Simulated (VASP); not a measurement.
A run of VASP 6.6.1:

INCAR

```
SYSTEM = AlN
PREC = Accurate ; ENCUT = 520
EDIFF = 1E-6 ; ISMEAR = 0
SIGMA = 0.05 ; LREAL = .FALSE.
LASPH = .TRUE. ; NELM = 100
ALGO = Normal ; ISIF = 2
LWAVE = .FALSE. ; LCHARG = .TRUE.
GGA = PE ; LELF = .TRUE.
LVHAR = .TRUE. ; NBANDS = 11
```

KPOINTS

```
Automatic mesh
0
G
  10 10 10
  0 0 0
```

POSCAR

```
AlN
1.0
    0.0000000000      2.4713223763      1.7472249200
    2.4713223763      0.0000000000      1.7472249200
    2.4713223763      2.4713223763      0.0000000000
Al N
1 1
Direct
    0.0000000000      0.0000000000      0.0000000000
    0.7500000000      0.7500000000      0.7500000000
```

Potentials or basis: VASP PAW PBE potentials, release 64 (Al, N).

Command:

```console
$ cat potpaw_PBE.64/Al/POTCAR potpaw_PBE.64/N/POTCAR > POTCAR
$ mpirun -np 1 vasp_std > vasp.out
```

Hardware: 1 thread of Intel(R) Xeon(R) 6975P-C (Granite Rapids), on a shared host.

Task: How long does it take, and how much memory?

Result: Run time: 7.7 s on 1 thread of Intel(R) Xeon(R) 6975P-C (Granite Rapids) (shared host), peak memory 0.15 GiB. Counts: scf iterations 12, k points 102.
